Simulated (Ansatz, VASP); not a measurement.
## LiF in VASP and in Ansatz

```
Li F
1.0
     2.53186    0.01560    0.01560
     0.01560    2.53186    0.01560
     0.01560    0.01560    2.53186
Li F
1 1
Cartesian
  0.0000 0.0000 0.0000
  1.2815 1.2815 1.2815
```

Change from the starting cell: shear_111 strain +1.9%.

Alike in both runs: task single point; functional PBE; k mesh 10 × 10 × 10; occupations fermi-dirac, width 0.02 eV; no spin polarisation.

|  | VASP | Ansatz |
| --- | --- | --- |
| version | VASP 6.6.1 | Ansatz 0.2.0 |
| potentials or method | VASP PAW PBE potentials, release 64 (Li_sv, F) | plane waves, PAW |
| plane-wave cutoff (eV) | 520 | 420 |
| valence electrons in the cell | 10 | 10 |

```csv
,VASP,Ansatz,Ansatz less VASP
gap on the k mesh at the Fermi level (eV),7.79,7.78,-0.011
```

Noted on VASP's run: the cutoff is short for stress, so the pressure is rough.
